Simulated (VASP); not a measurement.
# Os (P6_3/mmc) in VASP: further runs

The runs below take Os through single point, relaxation of volume and atoms at fixed shape, with LDA.

Program: VASP 6.6.1. These are calculated values, not measurements. Logs are shortened: lines on timing, memory, paths and dates and some standing lists are left out, and cuts for length are marked.

### 1 The cell of the first run

The structure is hexagonal, space group P6_3/mmc (No. 194). The conventional cell has a = 2.718 Å, b = 2.718 Å, c = 4.294 Å, α = 90.00°, β = 90.00°, γ = 120.00°. Os (site symmetry -6m2) has 12 Os at 2.66 to 2.72 Å within 3.5 Å.

### 2 Single point, LDA

The input, INCAR:

```
SYSTEM = Os
PREC = Accurate ; ENCUT = 600
EDIFF = 1E-6 ; ISMEAR = -1
SIGMA = 0.1 ; LREAL = .FALSE.
LASPH = .TRUE. ; NELM = 120
ALGO = Normal ; ISIF = 2
LWAVE = .FALSE. ; LCHARG = .FALSE.
GGA = CA ; NBANDS = 15
GGA_COMPAT = .FALSE.
```

The input, KPOINTS:

```
Automatic mesh
0
G
  7 7 4
  0 0 0
```

The input, POSCAR:

```
Os
1.0
    2.7175367071      0.0000000000      0.0000000000
   -1.3587683535      2.3534558240      0.0000000000
    0.0000000000      0.0000000000      4.2935310755
Os
2
Direct
    0.3333333333      0.6666666667      0.2500000000
    0.6666666667      0.3333333333      0.7500000000
```

Potentials or basis: VASP PAW LDA potentials, release 64 (Os).

Launch:

```sh
cat potpaw_LDA.64/Os/POTCAR > POTCAR
mpirun -np 1 vasp_std > vasp.out
```

OUTCAR:

```text
SYSTEM = Os
   PREC = Accurate
   ENCUT = 600
   EDIFF = 1E-6
   ISMEAR = -1
   LREAL = .FALSE.
   LASPH = .TRUE.
   NELM = 120
   ISIF = 2
   GGA = CA

 ion  position               nearest neighbor table
   1  0.333  0.667  0.250-   2 2.66   2 2.66   2 2.66   2 2.66   2 2.66   2 2.66
   2  0.667  0.333  0.750-   1 2.66   1 2.66   1 2.66   1 2.66   1 2.66   1 2.66

  LATTYP: Found a hexagonal cell.
 ALAT       =     2.7175367071
 C/A-ratio  =     1.5799348963

  Lattice vectors:

 A1 = (   2.7175367071,   0.0000000000,   0.0000000000)
 A2 = (  -1.3587683535,   2.3534558240,   0.0000000000)
 A3 = (   0.0000000000,   0.0000000000,   4.2935310755)

Analysis of symmetry for initial positions (statically):
=====================================================================
 Subroutine PRICEL returns:
 Original cell was already a primitive cell.

 Routine SETGRP: Setting up the symmetry group for a
 hexagonal supercell.

 Subroutine GETGRP returns: Found 24 space group operations
 (whereof 12 operations were pure point group operations)
 out of a pool of 24 trial point group operations.

The static configuration has the point symmetry D_3d.
 The point group associated with its full space group is D_6h.

Analysis of symmetry for dynamics (positions and initial velocities):
=====================================================================
 Subroutine PRICEL returns:
 Original cell was already a primitive cell.

 Routine SETGRP: Setting up the symmetry group for a
 hexagonal supercell.

 Subroutine GETGRP returns: Found 24 space group operations
 (whereof 12 operations were pure point group operations)
 out of a pool of 24 trial point group operations.

The dynamic configuration has the point symmetry D_3d.
 The point group associated with its full space group is D_6h.

 Subroutine INISYM returns: Found 24 space group operations
 (whereof 12 operations are pure point group operations),
 and found     1 'primitive' translations

----------------------------------------------------------------------------------------

                                     Primitive cell

  volume of cell :      27.4597

  direct lattice vectors                    reciprocal lattice vectors
     2.717536707  0.000000000  0.000000000     0.367980310  0.212453531  0.000000000
    -1.358768353  2.353455824  0.000000000     0.000000000  0.424907062  0.000000000
     0.000000000  0.000000000  4.293531075     0.000000000  0.000000000  0.232908527

  length of vectors
     2.717536707  2.717536707  4.293531075     0.424907062  0.424907062  0.232908527

[... 89 lines left out ...]
   PSTRESS=    0.0 pullay stress
   NELECT =      16.0000    total number of electrons
   NUPDOWN=      -1.0000    fix difference up-down
   EMIN   =  10.00;   EMAX   =-10.00  energy-range for DOS
   EFERMI =   0.00;   METHOD = LEGACY
   ISMEAR =    -1;   SIGMA  =   0.10  broadening in eV -4-tet -1-fermi 0-gaus
   EFERMI_NEDOS =   21; number of points for ismear=-14 and -15
   IALGO  =     38    algorithm
   IMIX   =      4    mixing-type and parameters
     AMIX     =   0.40;   BMIX     =  1.00
     AMIX_MAG =   1.60;   BMIX_MAG =  1.00
  volume/ion in A,a.u.               =      13.73        92.65
  Fermi-wavevector in a.u.,A,eV,Ry     =   1.367360  2.583935 25.438442  1.869673
  Thomas-Fermi vector in A             =   2.493419
   LORBIT       =      0    0 simple, 1 ext, 2 COOP (PROOUT), +10 PAW based schemes
   GGA     = CA    functional components
   LHFCALC =     F    Hartree Fock is set to
   AEXX    =    0.0000 exact exchange contribution
   IVDW    =     0    specifies the selected vdW correction
   LEPSILON=     F    determine dielectric tensor
   LRPA    =     F    only Hartree local field effects (RPA)
 non-spin polarized calculation
  energy-cutoff  :      600.00
  volume of cell :       27.46
 maximum number of plane-waves:       954
 NGX is ok and might be reduce to    24
   NGX = 11   NGY = 11   NGZ = 17

 number of electron      16.0000001 magnetization

 Free energy of the ion-electron system (eV)
  ---------------------------------------------------
  ext. energy  EPLUGINS =         0.00000000
  ---------------------------------------------------
  free energy    TOTEN  =       -25.26528728 eV

  energy without entropy =      -25.20167052  energy(sigma->0) =      -25.23347890

 E-fermi :   9.6735     XC(G=0): -14.2879

 val. band max:        9.6240249561   @ k =   0.2857   0.1429   0.2500
 cond. band min:       9.7318153341   @ k =   0.2857   0.0000   0.2500
 fundamental gap:      0.1077903780
 Fermi energy:         9.6734568206

 k-point     1 :       0.0000    0.0000    0.0000
  band No.  band energies     occupation
      1      -1.3523      2.00000
      2       1.7411      2.00000
      3       6.5308      2.00000
      4       6.5308      2.00000
      5       6.7690      2.00000
      6       7.3960      2.00000
      7       7.3960      2.00000
      8       8.0448      2.00000
      9       8.0448      2.00000
     10       9.8223      0.36833
     11      11.3853      0.00000
     12      11.3853      0.00000
     13      18.9698      0.00000
     14      23.8062      0.00000
[... 401 lines left out ...]
      2       3.3769      2.00000
      3       4.9025      2.00000
      4       4.9025      2.00000
      5       6.1646      2.00000
      6       6.1646      2.00000
      7       8.1544      2.00000
      8       8.1544      2.00000
      9      11.6445      0.00000
     10      11.6445      0.00000
     11      16.5784      0.00000
     12      16.5784      0.00000
     13      20.0639      0.00000
     14      20.0639      0.00000
     15      22.5407      0.00000

------------------------ aborting loop because EDIFF is reached ----------------------------------------

  FORCE on cell =-STRESS in cart. coord.  units (eV):
  Direction    XX          YY          ZZ          XY          YZ          ZX
  --------------------------------------------------------------------------------------
  -------------------------------------------------------------------------------------
  Total        0.6722889      0.6722889     -0.7240756      0.0000000      0.0000000      0.0000000
  in kB       39.2256785     39.2256785    -42.2472490      0.0000000      0.0000000      0.0000000
  external PRESSURE =      12.0680360 kB  Pullay stress =       0.0000000 kB

 VOLUME and BASIS-vectors are now :
 -----------------------------------------------------------------------------
  energy-cutoff  :      600.00
  volume of cell :       27.46
      direct lattice vectors                 reciprocal lattice vectors
     2.717536707  0.000000000  0.000000000     0.367980310  0.212453531  0.000000000
    -1.358768353  2.353455824  0.000000000     0.000000000  0.424907062  0.000000000
     0.000000000  0.000000000  4.293531075     0.000000000  0.000000000  0.232908527

 POSITION                                       TOTAL-FORCE (eV/Angst)
 -----------------------------------------------------------------------------------
     -0.00000      1.56897      1.07338        -0.000000      0.000000      0.000000
      1.35877      0.78449      3.22015         0.000000     -0.000000      0.000000
 -----------------------------------------------------------------------------------
    total drift:                                0.000000     -0.000000     -0.000000

  FREE ENERGIE OF THE ION-ELECTRON SYSTEM (eV)
  ---------------------------------------------------
  free  energy   TOTEN  =       -25.2652872838 eV

  energy  without entropy=      -25.2016705179  energy(sigma->0) =      -25.23347890
```

OSZICAR:

```text
N       E                     dE             d eps       ncg     rms          rms(c)
DAV:   1     0.108973631576E+03    0.10897E+03   -0.82104E+03   720   0.116E+03
DAV:   2    -0.217684538789E+02   -0.13074E+03   -0.11584E+03   734   0.343E+02
DAV:   3    -0.268400786061E+02   -0.50716E+01   -0.47998E+01   966   0.588E+01
DAV:   4    -0.268745779840E+02   -0.34499E-01   -0.34448E-01   805   0.485E+00
DAV:   5    -0.268747427192E+02   -0.16474E-03   -0.16473E-03   958   0.319E-01    0.340E+01
DAV:   6    -0.256272454221E+02    0.12475E+01   -0.10685E+00   909   0.902E+00    0.150E+01
DAV:   7    -0.252764308712E+02    0.35081E+00   -0.65855E-01   923   0.694E+00    0.875E-01
DAV:   8    -0.252678316644E+02    0.85992E-02   -0.69066E-03   727   0.616E-01    0.387E-01
DAV:   9    -0.252652862661E+02    0.25454E-02   -0.15682E-03   853   0.387E-01    0.529E-02
DAV:  10    -0.252652945891E+02   -0.83230E-05   -0.33736E-05   902   0.452E-02    0.177E-02
DAV:  11    -0.252652873707E+02    0.72184E-05   -0.21341E-06   760   0.166E-02    0.985E-04
DAV:  12    -0.252652872838E+02    0.86913E-07   -0.10519E-07   472   0.269E-03
   1 F= -.25265287E+02 E0= -.25233479E+02  d E =-.636168E-01
```

stdout:

```text
POSCAR found type information on POSCAR Os
 POSCAR found :  1 types and       2 ions
 scaLAPACK will be used
 LDA part: xc-table for (Slater(with rela. corr.)+CA(PZ))
 , standard interpolation
 POSCAR, INCAR and KPOINTS ok, starting setup
 FFT: planning ... GRIDC
 FFT: planning ... GRID_SOFT
 FFT: planning ... GRID
 WAVECAR not read
 entering main loop
```

Run time: 13 s. Hardware: 1 thread of Intel Xeon 8259CL, shared host; peak memory 0.14 GiB.

Results:

- Free energy: -25.2653 eV
- Pressure: 1.2 GPa
- Band gap on the k mesh: zero (bands 8 and 9 overlap by 3.47 eV)

Stress tensor (GPa, compression positive):
```
 3.92  0.00  0.00
 0.00  3.92  0.00
 0.00  0.00 -4.22
```

Caveat: the k points lie up to 0.38 Å⁻¹ apart, too coarse for converged energies and pressures of a metal; spin-orbit coupling is left out, which moves the levels of the heavy elements.

### 3 Relaxation of volume and atoms at fixed shape, LDA

This run uses another cell than the first one, of 13.98 Å³/atom.

The input, INCAR:

```
  ALGO = Normal
  EDIFF = 1E-7
  EDIFFG = -0.02
  ENCUT = 600
  GGA = CA
  GGA_COMPAT = F
  IBRION = 2
  ISIF = 8
  ISMEAR = -1
  LASPH = T
  LCHARG = F
  LREAL = F
  LWAVE = F
  NELM = 120
  NELMIN = 4
  NSW = 80
  PREC = Accurate
  SIGMA = 0.1
```

The input, KPOINTS:

```
k-points
0
Gamma
  7 7 4
```

The input, POSCAR:

```
Os
1.0
    2.7341000000      0.0000000000      0.0000000000
   -1.3670500000      2.3678000565      0.0000000000
    0.0000000000      0.0000000000      4.3197000000
Os
2
Direct
    0.3333333333      0.6666666667      0.2500000000
    0.6666666667      0.3333333333      0.7500000000
```

Potentials or basis: VASP PAW LDA potentials, release 64 (Os).

Launch:

```sh
cat potpaw_LDA.64/Os/POTCAR > POTCAR
mpirun -np 1 vasp_std > vasp.out
```

It took 43 s on 1 thread of Intel Xeon 8259CL, shared host; peak memory 0.15 GiB.

The run converged. Its results:

```yaml
Free_energy: -25.2658 eV
Relaxed_volume: 13.77 Å³/atom
Relaxed_cell: a = 2.720 Å, b = 2.720 Å, c = 4.297 Å, α = 90.00°, β = 90.00°, γ = 120.00°
Space_group_after_relaxing_to_0.1_Å: P6_3/mmc (No. 194)
Energy_gained_by_relaxing: 4.6 meV/atom
Ionic_steps: 4
Pressure_after_relaxing: 0.0 GPa
Band_gap_on_the_k_mesh: zero (bands 8 and 9 overlap by 3.45 eV)
```

Stress tensor (GPa, compression positive):
```
 2.69  0.00  0.00
 0.00  2.69  0.00
 0.00  0.00 -5.47
```

The path:
```csv
step,energy change (eV),largest force (eV/Å),pressure (GPa),volume (Å³)
1,0.0000,0.0000,-6.81,27.96
2,0.2057,0.0000,38.76,25.63
3,-0.0093,0.0000,-0.24,27.55
4,-0.0093,0.0000,-0.03,27.54
```

Final structure:
```yaml
crystal:
  lattice:
    - [2.72002, 0.00000, 0.00000]
    - [-1.36001, 2.35561, 0.00000]
    - [0.00000, 0.00000, 4.29745]
  atoms:
    - { symbol: Os, position: [0.33333, 0.66667, 0.25000] }
    - { symbol: Os, position: [0.66667, 0.33333, 0.75000] }
```

Levels at points of the mesh, in eV from the Fermi level:
```tsv
k point	band 5	band 6	band 7	band 8	band 9	band 10	band 11	band 12
(0.00, 0.00, 0.00)	-2.89	-2.27	-2.27	-1.62	-1.62	0.15	1.70	1.70
(0.00, 0.00, 0.50)	-3.33	-3.33	-3.33	-3.33	0.90	0.90	0.90	0.90
```

Caveat: the k points lie up to 0.38 Å⁻¹ apart in the final cell, too coarse for converged energies and pressures of a metal; spin-orbit coupling is left out, which moves the levels of the heavy elements.
